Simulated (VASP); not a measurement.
**ZnSe: density of states with LDA**

Crystal: ZnSe.

```
Zn Se
1.0
     0.00000    2.83380    2.83380
     2.83380    0.00000    2.83380
     2.83380    2.83380    0.00000
Zn Se
1 1
Direct
  0.00000 0.00000 0.00000
  0.75000 0.75000 0.75000
```

```yaml
Program: VASP 6.6.1
Task: density of states
Functional: LDA
Potentials_or_basis: VASP PAW LDA potentials, release 64 (Zn, Se)
Cutoff: 520 eV
k_mesh: 8 × 8 × 8
Occupations: fermi-dirac, width 0.03 eV
Spin: no spin polarisation
Dipole_correction: no
k_mesh_for_the_DOS: 12 × 12 × 12
Occupations_for_the_DOS: tetrahedron
Further_INCAR_settings: ALGO = Normal; EDIFF = 1e-06; NBANDS = 16
```

| Quantity | Value |
| --- | --- |
| Valence electrons inside the program's atomic spheres | Zn 10.78; Se 3.88 |

Levels at points of the mesh, in eV from the valence-band top:
```tsv
k point	band 6	band 7	band 8	band 9	band 10	band 11	band 12	band 13
(0.00, 0.00, 0.00)	-6.31	0.00	0.00	0.00	1.07	5.70	5.70	5.70
(0.50, 0.00, 0.00)	-6.16	-5.29	-0.87	-0.87	2.37	6.29	6.29	8.35
(0.50, 0.50, 0.00)	-6.14	-4.83	-2.20	-2.20	2.81	3.33	10.52	11.09
```

It took 32 s on 1 thread of Intel Xeon 6975P-C (shared host), peak memory 0.18 GiB.
